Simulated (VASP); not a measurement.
A run of VASP 6.6.1 is set up as follows.

INCAR

```
SYSTEM = TiB2
PREC     = Accurate       ! precision mode
ENCUT    = 600            ! plane-wave cutoff, eV
EDIFF    = 1E-6           ! SCF threshold, eV
ISMEAR   = -1             ! smearing method
SIGMA    = 0.05           ! smearing width, eV
LREAL    = .FALSE.        ! projectors in reciprocal space
LASPH    = .TRUE.         ! aspherical terms in the spheres
NELM     = 60             ! most SCF steps
ALGO     = Normal         ! electronic algorithm
ISIF     = 3              ! what is computed and relaxed
LWAVE    = .FALSE.        ! write WAVECAR
LCHARG   = .FALSE.        ! write CHGCAR
GGA      = PS             ! functional
IBRION   = 2              ! ionic algorithm
NSW      = 80             ! ionic steps
EDIFFG   = -0.03          ! ionic threshold
```

File KPOINTS:

```
regular mesh
0
G
  10 10 8
  0 0 0
```

Contents of POSCAR:

```
TiB2
1.0
    3.0000000000      0.0000000000      0.0000000000
   -1.5000000000      2.5980762114      0.0000000000
    0.0000000000      0.0000000000      3.3000000000
Ti B
1 2
Direct
    0.0000000000      0.0000000000      0.0000000000
    0.3333333333      0.6666666667      0.5000000000
    0.6666666667      0.3333333333      0.5000000000
```

Potentials or basis: VASP PAW PBE potentials, release 64 (Ti_sv, B).

Command:

```bash
$ cat potpaw_PBE.64/Ti_sv/POTCAR potpaw_PBE.64/B/POTCAR > POTCAR
$ mpirun -np 1 vasp_std > vasp.out
```

Question: Estimate the relaxed cell.

Answer: a = 3.018 Å, b = 3.018 Å, c = 3.190 Å, α = 90.00°, β = 90.00°, γ = 120.00°.

Question: Estimate the band gap on the k mesh.

Answer: Zero (band 9 reaches 10.58 eV, above the bottom of band 10 at 9.88 eV).

Question: Estimate the space group after relaxing (to 0.05 Å).

Answer: P6/mmm (No. 191).

Question: Predict the relaxed volume.

Answer: 8.39 Å³/atom.

Final structure:
```
Ti B
1.0
     3.01778    0.00000    0.00000
    -1.50889    2.61347    0.00000
     0.00000    0.00000    3.19004
Ti B
1 2
Direct
  0.00000 0.00000 0.00000
  0.33333 0.66667 0.50000
  0.66667 0.33333 0.50000
```

Caveat: the PAW data sets were made with another functional, which shifts forces and pressure a little.
